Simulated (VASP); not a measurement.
Input of a VASP 6.6.1 run:

INCAR

```
PREC = Accurate
ENCUT = 600
EDIFF = 1E-6
ISMEAR = 0
SIGMA = 0.1
LREAL = F
LASPH = T
NELM = 60
ALGO = Normal
ISIF = 3
LWAVE = F
LCHARG = F
GGA = PE
IBRION = 2
NSW = 90
EDIFFG = -0.04
```

The input KPOINTS:

```
regular mesh
0
Gamma
  4 4 4
```

The input POSCAR:

```
BP
1.0
   -3.2361802600      3.7658217700      2.6372988900
    3.2361802600     -3.7658217700      2.6372988900
    3.2361802600      3.7658217700     -2.6372988900
B P
6 6
Direct
    0.3449075300      0.3960025900      0.7409101200
    0.1550924700      0.8960025900      0.0510950600
    0.8449075300      0.1039974100      0.9489049400
    0.6550924700      0.6039974100      0.2590898800
    0.7500000000      0.2500000000      0.5000000000
    0.2500000000      0.7500000000      0.5000000000
    0.3449075300      0.1039974100      0.4489049400
    0.1550924700      0.6039974100      0.7590898800
    0.2500000000      0.2500000000      0.0000000000
    0.7500000000      0.7500000000      0.0000000000
    0.8449075300      0.3960025900      0.2409101200
    0.6550924700      0.8960025900      0.5510950600
```

Potentials or basis: VASP PAW PBE potentials, release 64 (B, P).

The run is started by

```sh
$ cat potpaw_PBE.64/B/POTCAR potpaw_PBE.64/P/POTCAR > POTCAR
$ mpirun -np 1 vasp_std > vasp.out
```

(1) What does it give for the band gap on the k mesh?

(2) Estimate the relaxed volume.

Answers

(1) zero (bands 24 and 25 overlap by 0.48 eV).

(2) 12.34 Å³/atom.

Caveat: the k points lie up to 0.34 Å⁻¹ apart in the final cell; the volume moved by over 15 % at a fixed basis, so the end points are rough; semilocal functionals underestimate gaps, so a narrow gap can read as zero.
